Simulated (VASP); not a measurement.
Runs of VASP 6.6.1 on ScBSbP3. The structure is that of space group Cmmm (No. 65), or close to it. The cells are those of the table. 

| task | cell | k mesh | cutoff (eV) | gap on the mesh (eV) | pressure (GPa) | relaxed volume (Å³/atom) | largest force (eV/Å) |
| --- | --- | --- | --- | --- | --- | --- | --- |
| single point | a = 5.599, b = 5.599, c = 5.720 Å, angles 90.0, 90.0, 128.0°, 6 atoms | 4 × 4 × 2 | 520 | none | 0.0 | - | 0.02 |
| relaxation of cell and atoms | relaxed from a = 5.599, b = 5.599, c = 5.720 Å, angles 90.0, 90.0, 128.0°, 6 atoms | 4 × 4 × 4 | 600 | none | 0.0 | 23.51 | 0.03 |
| relaxation of cell and atoms | relaxed from a = 4.161, b = 4.161, c = 8.013 Å, angles 90.0, 90.0, 102.6°, 6 atoms | 4 × 4 × 2 | 600 | none | -0.1 | (a) | - |
| single point | a = 5.651, b = 5.651, c = 5.707 Å, angles 90.0, 90.0, 129.4°, 6 atoms | 4 × 4 × 4 | 520 | none | 0.0 | - | 0.01 |
| single point | a = 4.161, b = 4.161, c = 8.013 Å, angles 90.0, 90.0, 102.6°, 6 atoms | 4 × 4 × 2 | 520 | none | 70.3 | - | (b) |

Alike in all rows: level PBE; potentials or basis VASP PAW PBE potentials, release 64 (Sc_sv, B, Sb, P); no spin polarisation; smearing gaussian 0.1 eV.

Q: Fill in the values left out.

A: (a) 23.61; (b) 13.11.

Caveats: some runs use coarse meshes; spin-orbit coupling is left out, which moves the levels of the heavy elements; forces of over 1 eV/Å act on the atoms, so gaps and moduli don't describe the material at rest (some runs).

A k mesh can miss the band edges, and the runs leave out spin-orbit coupling on Sb.

A gap of «none» marks levels without a gap at the run's occupations.
